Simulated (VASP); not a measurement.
Set up this calculation in VASP 6.6.1, as the native input.

| Item | Value |
| --- | --- |
| Task | G0W0 quasiparticle levels |
| Functional | LDA |
| Potentials or basis | VASP PAW LDA potentials, release 64 (Mg_GW, O_GW) |
| Cutoff | 500 eV |
| k mesh | 3 × 3 × 3 |
| Occupations | gaussian, width 0.01 eV |
| Spin | no spin polarisation |
| Dipole correction | no |
| GW scheme | G0W0 |
| GW iterations | 1 |
| Cutoff of the response function | 80 |
| Frequency points | 48 |
| Empty bands | 60 |
| Further INCAR settings | ALGO = EVGW0; EDIFF = 1e-08; NBANDS = 64 |

The system is MgO.

```xyz
2
Lattice="2.9380 0.0000 0.0000 -1.4690 2.5444 0.0000 0.0000 0.0000 2.6797" Properties=species:S:1:pos:R:3 pbc="T T T"
Mg    0.0000    0.0000    0.0000
O     0.0000    1.6963    1.3398
```

These files were run (other wordings do the same):

POSCAR

```
MgO
1.0
    2.9380200249      0.0000000000      0.0000000000
   -1.4690100125      2.5443999784      0.0000000000
    0.0000000000      0.0000000000      2.6796800000
Mg O
1 1
Direct
    0.0000000000      0.0000000000      0.0000000000
    0.3333333333      0.6666666667      0.5000000000
```

INCAR.step1

```
ALGO = Normal
EDIFF = 1E-8
ENCUT = 500
ISMEAR = 0
LASPH = True
LCHARG = False
LREAL = False
LWAVE = True
NELM = 80
PREC = Accurate
SIGMA = 0.01
```

INCAR.step2

```
ALGO = Exact
EDIFF = 1E-8
ENCUT = 500
ISMEAR = 0
ISTART = 1
LASPH = True
LCHARG = False
LOPTICS = True
LREAL = False
LWAVE = True
NBANDS = 64
NELM = 1
PREC = Accurate
SIGMA = 0.01
```

INCAR.step3

```
ALGO = EVGW0
EDIFF = 1E-8
ENCUT = 500
ENCUTGW = 80.0
ISMEAR = 0
ISTART = 1
LASPH = True
LCHARG = False
LREAL = False
LWAVE = False
NBANDS = 64
NBANDSGW = 12
NELMGW = 1
NOMEGA = 48
PREC = Accurate
PRECFOCK = Fast
SIGMA = 0.01
```

KPOINTS

```
k-points
0
Gamma
  3 3 3
```

Potentials or basis: VASP PAW LDA potentials, release 64 (Mg_GW, O_GW).

Launch:

```bash
$ cat potpaw_LDA.64/Mg_GW/POTCAR potpaw_LDA.64/O_GW/POTCAR > POTCAR
$ cp INCAR.step1 INCAR
$ mpirun -np 1 vasp_std > vasp.out
$ cp INCAR.step2 INCAR
$ mpirun -np 1 vasp_std > vasp.out
$ cp INCAR.step3 INCAR
$ mpirun -np 1 vasp_std > vasp.out
```

Results of the run:

The band gap on the k mesh, mean-field level is 2.87 eV, indirect (least direct gap 3.29 eV), the quasiparticle gap is 4.61 eV and the least direct quasiparticle gap is 5.08 eV.

Caveat: the k points lie up to 0.82 Å⁻¹ apart; bands, screening cutoff and mesh are small and nothing is extrapolated, so the quasiparticle values aren't converged.

It took 21 s on 1 thread of Intel(R) Xeon(R) Platinum 8259CL CPU @ 2.50GHz (Skylake/Cascade Lake), with other jobs on the host, peak memory 0.16 GiB.
